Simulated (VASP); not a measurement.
# AlN in VASP: notebook

AlN is run at these levels: HSE06; tasks: single point.

Everything below comes from runs of VASP 6.6.1. Logs are shortened: lines on timing, memory, paths and dates and some standing lists are left out, and cuts for length are marked.

## 1. The cell of the first run

Symmetry: R-3m, No. 166, trigonal system. Conventional cell: a = 2.969 Å, b = 2.969 Å, c = 6.956 Å, α = 90.00°, β = 90.00°, γ = 120.00°. Within 2.7 Å of Al (site symmetry -3m) lie 6 N at 2.07 Å. N (site symmetry -3m) has 6 Al at 2.07 Å within 2.7 Å.

## 2. Single point, HSE06 (epitaxial 111 strain +4.0%)

POSCAR reads:

```
AlN
1.0
   -0.0610761100      2.0385470802      2.0385470802
    2.0385470802     -0.0610761100      2.0385470802
    2.0385470802      2.0385470802     -0.0610761100
Al N
1 1
Direct
    0.0000000000      0.0000000000      0.0000000000
    0.5000000000      0.5000000000      0.5000000000
```

INCAR.step1 reads:

```
  PREC = Accurate
  ENCUT = 520
  EDIFF = 1E-5
  ISMEAR = 0
  SIGMA = 0.01
  LREAL = F
  LASPH = T
  NELM = 80
  ALGO = Normal
  ISIF = 2
  LWAVE = T
  LCHARG = F
  GGA = PE
  NBANDS = 11
```

INCAR.step2 reads:

```
  PREC = Accurate
  ENCUT = 520
  EDIFF = 1E-6
  ISMEAR = 0
  SIGMA = 0.01
  LREAL = F
  LASPH = T
  NELM = 80
  ALGO = Normal
  ISIF = 2
  LWAVE = F
  LCHARG = F
  GGA = PE
  LHFCALC = T
  HFSCREEN = 0.2079
  PRECFOCK = Normal
  ISTART = 1
  NBANDS = 11
```

KPOINTS reads:

```
Automatic mesh
0
Gamma
  8 8 8
```

Potentials or basis: VASP PAW PBE potentials, release 64 (Al, N).

Command:

```
> cat potpaw_PBE.64/Al/POTCAR potpaw_PBE.64/N/POTCAR > POTCAR
> cp INCAR.step1 INCAR
> mpirun -np 1 vasp_std > vasp.out
> cp INCAR.step2 INCAR
> mpirun -np 1 vasp_std > vasp.out
```

OUTCAR:

```text
PREC = Accurate
   ENCUT = 520
   EDIFF = 1E-6
   ISMEAR = 0
   LREAL = F
   LASPH = T
   NELM = 80
   ISIF = 2
   GGA = PE
   LHFCALC = T
   HFSCREEN = 0.2079
   PRECFOCK = Normal
   ISTART = 1

 ion  position               nearest neighbor table
   1  0.000  0.000  0.000-   2 2.07   2 2.07   2 2.07   2 2.07   2 2.07   2 2.07
   2  0.500  0.500  0.500-   1 2.07   1 2.07   1 2.07   1 2.07   1 2.07   1 2.07

  LATTYP: Found a trigonal (rhomboedric) cell.
 ALAT       =     2.8835878151
 COS(alpha) =     0.4698285240

  Lattice vectors:

 A1 = (  -0.0610761100,   2.0385470802,   2.0385470802)
 A2 = (   2.0385470802,  -0.0610761100,   2.0385470802)
 A3 = (   2.0385470802,   2.0385470802,  -0.0610761100)

Analysis of symmetry for initial positions (statically):
=====================================================================
 Subroutine PRICEL returns:
 Original cell was already a primitive cell.

 Routine SETGRP: Setting up the symmetry group for a
 trigonal (rhombohedral) supercell.

 Subroutine GETGRP returns: Found 12 space group operations
 (whereof 12 operations were pure point group operations)
 out of a pool of 12 trial point group operations.

The static configuration has the point symmetry D_3d.

Analysis of symmetry for dynamics (positions and initial velocities):
=====================================================================
 Subroutine PRICEL returns:
 Original cell was already a primitive cell.

 Routine SETGRP: Setting up the symmetry group for a
 trigonal (rhombohedral) supercell.

 Subroutine GETGRP returns: Found 12 space group operations
 (whereof 12 operations were pure point group operations)
 out of a pool of 12 trial point group operations.

The dynamic configuration has the point symmetry D_3d.

 Subroutine INISYM returns: Found 12 space group operations
 (whereof 12 operations are pure point group operations),
 and found     1 'primitive' translations

----------------------------------------------------------------------------------------

                                     Primitive cell

  volume of cell :      17.7043

  direct lattice vectors                    reciprocal lattice vectors
    -0.061076110  2.038547080  2.038547080    -0.234516336  0.241759600  0.241759600
     2.038547080 -0.061076110  2.038547080     0.241759600 -0.234516336  0.241759600
     2.038547080  2.038547080 -0.061076110     0.241759600  0.241759600 -0.234516336

  length of vectors
     2.883587815  2.883587815  2.883587815     0.414600193  0.414600193  0.414600193

  position of ions in fractional coordinates (direct lattice)
     0.000000000  0.000000000  0.000000000
     0.500000000  0.500000000  0.500000000

  ion indices of the primitive-cell ions
   primitive index   ion index
                 1           1
                 2           2

----------------------------------------------------------------------------------------

 KPOINTS: Automatic mesh

Automatic generation of k-mesh.
 Grid dimensions read from file:
 generate k-points for:    8    8    8

 Generating k-lattice:

  Cartesian coordinates                     Fractional coordinates (reciprocal lattice)
    -0.029314542  0.030219950  0.030219950     0.125000000 -0.000000000 -0.000000000
     0.030219950 -0.029314542  0.030219950    -0.000000000  0.125000000 -0.000000000
     0.030219950  0.030219950 -0.029314542    -0.000000000 -0.000000000  0.125000000

  Length of vectors
     0.051825024  0.051825024  0.051825024

  Shift w.r.t. Gamma in fractional coordinates (k-lattice)
     0.000000000  0.000000000  0.000000000

 Subroutine IBZKPT returns following result:
 ===========================================

 Found     65 irreducible k-points:

 Following reciprocal coordinates:
            Coordinates               Weight
  0.000000  0.000000  0.000000      1.000000
  0.125000 -0.000000 -0.000000      6.000000
  0.250000 -0.000000 -0.000000      6.000000
  0.375000  0.000000 -0.000000      6.000000
  0.500000 -0.000000 -0.000000      3.000000
  0.125000  0.125000  0.000000      6.000000
[... 16 lines left out ...]
  0.250000  0.125000  0.125000      6.000000
  0.375000  0.125000  0.125000      6.000000
 [... further k-points ...]
   k-points           NKPTS =     65   k-points in BZ     NKDIM =    512   number of bands    NBANDS=     11
   number of dos      NEDOS =    301   number of ions     NIONS =      2
   total plane-waves  NPLWV =  13824
   dimension x,y,z NGX =    24 NGY =   24 NGZ =   24
   dimension x,y,z NGXF=    48 NGYF=   48 NGZF=   48
   ions per type =               1   1
   NGX,Y,Z   is equivalent  to a cutoff of  13.84, 13.84, 13.84 a.u.
   NGXF,Y,Z  is equivalent  to a cutoff of  27.67, 27.67, 27.67 a.u.
 SYSTEM =  unknown system
   PREC   = accura    normal or accurate (medium, high low for compatibility)
   ISTART =      1    job   : 0-new  1-cont  2-samecut
   ICHARG =      0    charge: 1-file 2-atom 10-const
   ISPIN  =      1    spin polarized calculation?
   LNONCOLLINEAR =      F non collinear calculations
   LSORBIT =      F    spin-orbit coupling
   LASPH  =      T    aspherical Exc in radial PAW
   ENCUT  =  520.0 eV  38.22 Ry    6.18 a.u.   5.36  5.36  5.36*2*pi/ulx,y,z
   NELM   =     80;   NELMIN=  2; NELMDL=  0     # of ELM steps
   EDIFF  = 0.1E-05   stopping-criterion for ELM
   LREAL  =      F    real-space projection
   EDIFFG = 0.1E-04   stopping-criterion for IOM
   NSW    =      0    number of steps for IOM
   IBRION =     -1    ionic relax: 0-MD 1-quasi-New 2-CG
   NFREE  =      0    steps in history (QN), initial steepest desc. (CG)
   ISIF   =      2    stress and relaxation
   ISYM   =      3    0-nonsym 1-usesym 2-fastsym
   POTIM  = 0.5000    time-step for ionic-motion
   TEBEG  =    0.0;   TEEND  =   0.0 temperature during run
   PSTRESS=    0.0 pullay stress
   NELECT =       8.0000    total number of electrons
   NUPDOWN=      -1.0000    fix difference up-down
   EMIN   =  10.00;   EMAX   =-10.00  energy-range for DOS
   EFERMI =   0.00;   METHOD = LEGACY
   ISMEAR =     0;   SIGMA  =   0.01  broadening in eV -4-tet -1-fermi 0-gaus
   EFERMI_NEDOS =   21; number of points for ismear=-14 and -15
   IALGO  =     38    algorithm
   IMIX   =      1    mixing-type and parameters
     AMIX     =   0.40;   BMIX     =  1.00
     AMIX_MAG =   1.60;   BMIX_MAG =  1.00
  volume/ion in A,a.u.               =       8.85        59.74
  Fermi-wavevector in a.u.,A,eV,Ry     =   1.256258  2.373983 21.472485  1.578183
  Thomas-Fermi vector in A             =   2.389974
   LORBIT       =      0    0 simple, 1 ext, 2 COOP (PROOUT), +10 PAW based schemes
   GGA     = PE    functional components
   LHFCALC =     T    Hartree Fock is set to
   PRECFOCK=normal    Normal, Fast or Accurate (Low or Medium for compatibility)
   ENCUT4O =  -1.0   cutoff for four orbital integrals eV
   NKREDX  =     1    reduce k-point grid by
   NKREDY  =     1    reduce k-point grid by
   NKREDZ  =     1    reduce k-point grid by
   AEXX    =    0.2500 exact exchange contribution
   HFSCREEN=    0.2079 screening length (either q_TF or 0.3 A-1)
   HFSCREENC=   0.2079 screening length for correlation (either q_TF or 0.3 A-1)
   ENCUTFOCK=  -1.0 apply spherical cutoff to Coloumb kernel
   IVDW    =     0    specifies the selected vdW correction
   LEPSILON=     F    determine dielectric tensor
   LRPA    =     F    only Hartree local field effects (RPA)
 non-spin polarized calculation
 Gauss-broadening in eV      SIGMA  =   0.01
  energy-cutoff  :      520.00
  volume of cell :       17.70
 maximum number of plane-waves:       501
 NGX is ok and might be reduce to    24
  NGX = 18; NGY = 18; NGZ = 18

 number of electron       8.0000000 magnetization

 Free energy of the ion-electron system (eV)
  ---------------------------------------------------
  ext. energy  EPLUGINS =         0.00000000
  ---------------------------------------------------
  free energy    TOTEN  =       -17.00914039 eV

  energy without entropy =      -17.00914039  energy(sigma->0) =      -17.00914039

 E-fermi :   8.6801     XC(G=0):  -9.8118

 val. band max:        8.6375192562   @ k =   0.0000   0.0000   0.0000
 cond. band min:      13.3766702808   @ k =   0.5000   0.5000   0.0000
 fundamental gap:      4.7391510246
 Fermi energy:         8.6801315229

 k-point     1 :       0.0000    0.0000    0.0000
  band No.  band energies     occupation
      1     -10.3202      2.00000
      2       8.0873      2.00000
      3       8.0873      2.00000
      4       8.6375      2.00000
      5      14.3286      0.00000
      6      21.3462      0.00000
      7      21.3462      0.00000
      8      22.8290      0.00000
      9      26.5874      0.00000
     10      27.4470      0.00000
     11      27.4470      0.00000

 k-point     2 :       0.1250   -0.0000   -0.0000
  band No.  band energies     occupation
      1     -10.0061      2.00000
      2       6.5384      2.00000
      3       7.9320      2.00000
      4       8.4042      2.00000
      5      15.3426      0.00000
      6      20.3769      0.00000
      7      21.8110      0.00000
      8      22.9794      0.00000
      9      25.0864      0.00000
     10      25.5797      0.00000
     11      27.5039      0.00000

 k-point     3 :       0.2500   -0.0000   -0.0000
  band No.  band energies     occupation
      1      -9.1183      2.00000
      2       3.5796      2.00000
      3       7.5915      2.00000
      4       8.0011      2.00000
      5      16.0401      0.00000
      6      20.3862      0.00000
      7      21.6629      0.00000
      8      22.2347      0.00000
      9      25.0983      0.00000
     10      26.2609      0.00000
     11      26.7158      0.00000
[... 267 lines left out ...]
 k-point    23 :       0.2500    0.1250    0.1250
  band No.  band energies     occupation
      1      -9.4559      2.00000
      2       5.3333      2.00000
      3       7.1617      2.00000
      4       7.9161      2.00000
      5      16.2744      0.00000
      6      19.6961      0.00000
      7      21.8683      0.00000
      8      22.3257      0.00000
      9      22.8671      0.00000
     10      26.6958      0.00000
     11      28.3182      0.00000

 k-point    24 :       0.3750    0.1250    0.1250
  band No.  band energies     occupation
      1      -8.4333      2.00000
      2       2.6635      2.00000
      3       6.5216      2.00000
      4       7.5716      2.00000
      5      16.9461      0.00000
      6      19.9501      0.00000
      7      20.5688      0.00000
      8      21.3873      0.00000
      9      24.3955      0.00000
     10      28.4195      0.00000
     11      29.0267      0.00000

 [... further k-points ...]

------------------------ aborting loop because EDIFF is reached ----------------------------------------

  FORCE on cell =-STRESS in cart. coord.  units (eV):
  Direction    XX          YY          ZZ          XY          YZ          ZX
  --------------------------------------------------------------------------------------
  -------------------------------------------------------------------------------------
  Total       -2.0641800     -2.0641800     -2.0641800      0.9392651      0.9392651      0.9392651
  in kB     -186.8012441   -186.8012441   -186.8012441     85.0002870     85.0002870     85.0002870
  external PRESSURE =    -186.8012441 kB  Pullay stress =       0.0000000 kB

 VOLUME and BASIS-vectors are now :
 -----------------------------------------------------------------------------
  energy-cutoff  :      520.00
  volume of cell :       17.70
      direct lattice vectors                 reciprocal lattice vectors
    -0.061076110  2.038547080  2.038547080    -0.234516336  0.241759600  0.241759600
     2.038547080 -0.061076110  2.038547080     0.241759600 -0.234516336  0.241759600
     2.038547080  2.038547080 -0.061076110     0.241759600  0.241759600 -0.234516336

 POSITION                                       TOTAL-FORCE (eV/Angst)
 -----------------------------------------------------------------------------------
      0.00000      0.00000      0.00000        -0.000000     -0.000000     -0.000000
      2.00801      2.00801      2.00801         0.000000      0.000000      0.000000
 -----------------------------------------------------------------------------------
    total drift:                                0.000158     -0.000041      0.000161

  FREE ENERGIE OF THE ION-ELECTRON SYSTEM (eV)
  ---------------------------------------------------
  free  energy   TOTEN  =       -17.0091403928 eV

  energy  without entropy=      -17.0091403928  energy(sigma->0) =      -17.00914039
```

It took 1.5 h on 1 thread of Intel Xeon 8259CL, shared host; peak memory 0.26 GiB.

What came out:

* Free energy: -17.0091 eV
* Pressure: -18.7 GPa
* Band gap on the k mesh: 4.74 eV (least direct gap 5.69 eV)

Stress tensor (GPa, compression positive):
```
-18.68   8.50   8.50
  8.50 -18.68   8.50
  8.50   8.50 -18.68
```

Caveat: the cell differs from its parent crystal (epitaxial 111 strain +4.0%); the cell stands under tension; the PAW data sets were made with another functional, which shifts forces and pressure a little. A k mesh can miss the band edges.

## 3. Single point, HSE06

This run uses another cell than the first one, of 8.23 Å³/atom.

POSCAR reads:

```
AlN
1.0
    0.0000000000      2.0188684521      2.0188684521
    2.0188684521      0.0000000000      2.0188684521
    2.0188684521      2.0188684521      0.0000000000
Al N
1 1
Direct
    0.0000000000      0.0000000000      0.0000000000
    0.5000000000      0.5000000000      0.5000000000
```

INCAR.step1 reads:

```
ALGO = Normal ; EDIFF = 1E-5
ENCUT = 520 ; GGA = PE
ISIF = 2 ; ISMEAR = 0
LASPH = True ; LCHARG = False
LREAL = False ; LWAVE = True
NBANDS = 11 ; NELM = 60
PREC = Accurate ; SIGMA = 0.01
```

INCAR.step2 reads:

```
ALGO = Normal ; EDIFF = 1E-6
ENCUT = 520 ; GGA = PE
HFSCREEN = 0.2079 ; ISIF = 2
ISMEAR = 0 ; ISTART = 1
LASPH = True ; LCHARG = False
LHFCALC = True ; LREAL = False
LWAVE = False ; NBANDS = 11
NELM = 60 ; PREC = Accurate
PRECFOCK = Normal ; SIGMA = 0.01
```

KPOINTS reads:

```
k-points
0
Gamma
  8 8 8
```

Potentials or basis: VASP PAW PBE potentials, release 64 (Al, N).

Command:

```
> cat potpaw_PBE.64/Al/POTCAR potpaw_PBE.64/N/POTCAR > POTCAR
> cp INCAR.step1 INCAR
> mpirun -np 1 vasp_std > vasp.out
> cp INCAR.step2 INCAR
> mpirun -np 1 vasp_std > vasp.out
```

Run time: 12 min. Hardware: 1 thread of Intel Xeon Platinum 8259CL at 2.50GHz (Skylake/Cascade Lake), shared host; peak memory 0.25 GiB.

The run converged. Its results:

| Item | Value |
| --- | --- |
| Free energy | -17.1338 eV |
| Pressure | -1.5 GPa |
| Band gap on the k mesh | 6.01 eV (least direct gap 7.26 eV) |

Levels at points of the mesh, in eV from the valence-band top:
```tsv
k point	band 1	band 2	band 3	band 4	band 5	band 6	band 7	band 8
(0.00, 0.00, 0.00)	-19.26	0.00	0.00	0.00	7.26	13.82	13.82	13.82
(0.50, 0.00, 0.00)	-15.77	-9.03	-1.17	-1.17	7.56	12.63	12.63	15.59
(0.50, 0.50, 0.00)	-14.71	-8.05	-3.06	-3.06	6.01	6.61	16.29	19.55
```

Caveat: the PAW data sets were made with another functional, which shifts forces and pressure a little. A k mesh can miss the band edges.
